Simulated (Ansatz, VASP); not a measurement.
# Mg2Ge2N: VASP beside Ansatz

The input INCAR:

```
  ALGO = Normal
  EDIFF = 1E-6
  EDIFFG = -0.04
  ENCUT = 600
  GGA = PE
  IBRION = 2
  ISIF = 3
  ISMEAR = 0
  LASPH = True
  LCHARG = False
  LREAL = False
  LWAVE = False
  NELM = 60
  NSW = 90
  PREC = Accurate
  SIGMA = 0.1
```

KPOINTS

```
k-points
0
Gamma
  6 6 4
```

File POSCAR:

```
Mg2Ge2N
1.0
    3.0015703400      0.0000000000      0.0000000000
   -1.5007851700      2.5994361700      0.0000000000
    0.0000000000      0.0000000000      7.0022811100
Mg Ge N
2 2 1
Direct
    0.3333333300      0.6666666700      0.0000000000
    0.6666666700      0.3333333300      0.0000000000
    0.3333333300      0.6666666700      0.5000000000
    0.6666666700      0.3333333300      0.5000000000
    0.0000000000      0.0000000000      0.0000000000
```

Input for Ansatz:

```yaml
crystal:
  lattice:
    - [3.00157034, 0.0, 0.0]
    - [-1.50078517, 2.59943617, 0.0]
    - [0.0, 0.0, 7.00228111]
  atoms:
    - { symbol: Mg, position: [0.33333333, 0.66666667, 0.0] }
    - { symbol: Mg, position: [0.66666667, 0.33333333, 0.0] }
    - { symbol: Ge, position: [0.33333333, 0.66666667, 0.5] }
    - { symbol: Ge, position: [0.66666667, 0.33333333, 0.5] }
    - { symbol: "N", position: [0.0, 0.0, 0.0] }
basis:
  ecutwfc: 420
kpoints:
  mp_grid: { grid: [6, 6, 4] }
hamiltonian:
  xc: pbe
scf:
  occupations: { method: gaussian, width: 0.1 }
  lower_state_search: "off"
output:
  forces: true
  stress: true
  eigenvalues: true
relax:
  adjacent_minimum: "off"
  f_tol: 0.04
  max_steps: 70
  cell: { stress_tol: 0.4 }
```

Alike in both runs: task relaxation of cell and atoms; functional PBE; k mesh 6 × 6 × 4; occupations gaussian, width 0.1 eV; no spin polarisation.

```csv
,VASP,Ansatz
version,VASP 6.6.1,Ansatz 0.2.0
potentials or method,"VASP PAW PBE potentials, release 64 (Mg, Ge_d, N), cutoff 600 eV","scalar-relativistic, plane waves, PAW"
valence electrons in the cell,37,53
```

```csv
,VASP,Ansatz,Ansatz less VASP
"gap on the k mesh at the Fermi level, each at its own relaxed structure (eV)",none,none,-
relaxed volume (Å³/atom),17.73,18.09,+0.365
relaxed cell length with the largest relative difference (Å),4.138,4.188,+0.0504
```

A gap of «none» marks a metal or a gap that the smearing closes. VASP's potentials hold 37 valence electrons a cell and Ansatz's 53, so a difference there can come from the potentials and not from the codes.

The k mesh is coarse, so the values compare programs but aren't converged. Noted on VASP's run: the volume moved by over 15 % at a fixed basis, so the end points are rough.
